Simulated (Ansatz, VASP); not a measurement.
**One calculation of H4PbS4, two programs**

INCAR

```
PREC = Accurate
ENCUT = 520
EDIFF = 1E-7
ISMEAR = 0
SIGMA = 0.01
LREAL = False
LASPH = True
NELM = 80
ALGO = Normal
ISIF = 2
LWAVE = False
LCHARG = False
GGA = PE
NBANDS = 31
```

KPOINTS

```
regular mesh
0
Gamma
  1 1 1
```

POSCAR

```
H4PbS4
1.0
   13.8600000000      0.0000000000      0.0000000000
    0.0000000000     13.8600000000      0.0000000000
    0.0000000000      0.0000000000     12.0400000000
Pb S H
1 4 4
Direct
    0.4999769100      0.4999769100      0.5000631200
    0.6067279900      0.6129639200      0.6130091400
    0.3932258300      0.3869899000      0.6130091400
    0.6129639200      0.3932258300      0.3871171100
    0.3869899000      0.6067279900      0.3871171100
    0.6752785000      0.5442135600      0.6263720900
    0.3246753200      0.4557402600      0.6263720900
    0.5442135600      0.3246753200      0.3737541500
    0.4557402600      0.6752785000      0.3737541500
```

Input for Ansatz:

```yaml
crystal:
  lattice:
    - [13.86, 0.0, 0.0]
    - [0.0, 13.86, 0.0]
    - [0.0, 0.0, 12.04]
  atoms:
    - { symbol: Pb, position: [0.49997691, 0.49997691, 0.50006312] }
    - { symbol: S, position: [0.60672799, 0.61296392, 0.61300914] }
    - { symbol: H, position: [0.6752785, 0.54421356, 0.62637209] }
    - { symbol: S, position: [0.39322583, 0.3869899, 0.61300914] }
    - { symbol: H, position: [0.32467532, 0.45574026, 0.62637209] }
    - { symbol: S, position: [0.61296392, 0.39322583, 0.38711711] }
    - { symbol: H, position: [0.54421356, 0.32467532, 0.37375415] }
    - { symbol: S, position: [0.3869899, 0.60672799, 0.38711711] }
    - { symbol: H, position: [0.45574026, 0.6752785, 0.37375415] }
basis:
  ecutwfc: 420
  ecutrho_ratio: 4
kpoints:
  mp_grid: { grid: [1, 1, 1] }
hamiltonian:
  xc: pbe
scf:
  occupations: { method: gaussian, width: 0.01 }
output:
  forces: true
  eigenvalues: true
  populations: true
```

Alike in both runs: task single point; functional PBE; k mesh 1 × 1 × 1; occupations gaussian, width 0.01 eV; no spin polarisation.

```csv
,VASP,Ansatz
version,VASP 6.6.1,Ansatz 0.2.0
potentials or method,"VASP PAW PBE potentials, release 64 (Pb_d, S, H), cutoff 520 eV","scalar-relativistic, plane waves, PAW"
valence electrons in the cell,42,42
```

Ansatz gave:

```
gap on the k mesh at the Fermi level (eV) : 2.00
rms of the force components (eV/Å)        : 0.066
```

Q: What did VASP give for the same quantities?

A: gap on the k mesh at the Fermi level (eV): 2.01; rms of the force components (eV/Å): 0.078.

Spin-orbit coupling is off throughout.
